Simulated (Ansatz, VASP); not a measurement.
# Lu: VASP beside Ansatz

```
CELL_PARAMETERS angstrom
2.62763 0.00000 0.00000
0.00000 2.62763 0.00000
0.00000 0.00000 2.62763
ATOMIC_POSITIONS crystal
Lu 0.00000 0.00000 0.00000
```

Change from the starting cell: volume scaled by 0.55, LAPW.

Alike in both runs: task single point; functional PBE; k mesh 12 × 12 × 12; occupations fermi-dirac, width 0.1 eV; no spin polarisation.

```csv
,VASP,Ansatz
version,VASP 6.6.1,Ansatz 0.2.0
potentials or method,"VASP PAW PBE potentials, release 64 (Lu), cutoff 520 eV","all-electron LAPW, scalar-relativistic"
```

Ansatz gave:

```
pressure (GPa) : 48.0
```

Problem. Estimate VASP's values.

Solution. Pressure (GPa): 49.2.

Both programs put the cell under a high pressure, so it lies far from rest at this level. Ansatz ran all-electron here, and VASP with PAW potentials.

Neither program's run includes spin-orbit coupling.
